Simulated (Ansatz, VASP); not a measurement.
## ZrC in VASP and in Ansatz

```xyz
2
Lattice="0.0000 2.3544 2.3897 2.3544 0.0000 2.3897 2.3544 2.3544 0.0000" Properties=species:S:1:pos:R:3 pbc="T T T"
Zr    2.3544    2.3544    2.4914
C     0.0000    0.0000   -0.1017
```

Alike in both runs: task single point; functional PBE; k mesh 14 × 14 × 14; occupations gaussian, width 0.1 eV; no spin polarisation.

|  | VASP | Ansatz |
| --- | --- | --- |
| version | VASP 6.6.1 | Ansatz 0.2.0 |
| potentials or method | VASP PAW PBE potentials, release 64 (Zr_sv, C), cutoff 520 eV | scalar-relativistic, plane waves, PAW |
| valence electrons in the cell | 16 | 16 |

|  | VASP | Ansatz | Ansatz less VASP |
| --- | --- | --- | --- |
| gap on the k mesh at the Fermi level (eV) | none | none | - |
| pressure (GPa) | -0.1 | -0.3 | -0.23 |
| traceless stress, the component that is largest in VASP (GPa) | 3.23 | 3.22 | -0.007 |
| rms of the force components (eV/Å) | 0.732 | 0.729 | -0.0031 |

Atom by atom the forces differ by 0.003 eV/Å (rms over components). A gap of «none» marks a metal or a gap that the smearing closes. The functional is the same, so the differences come from potentials, cutoffs and numerics.
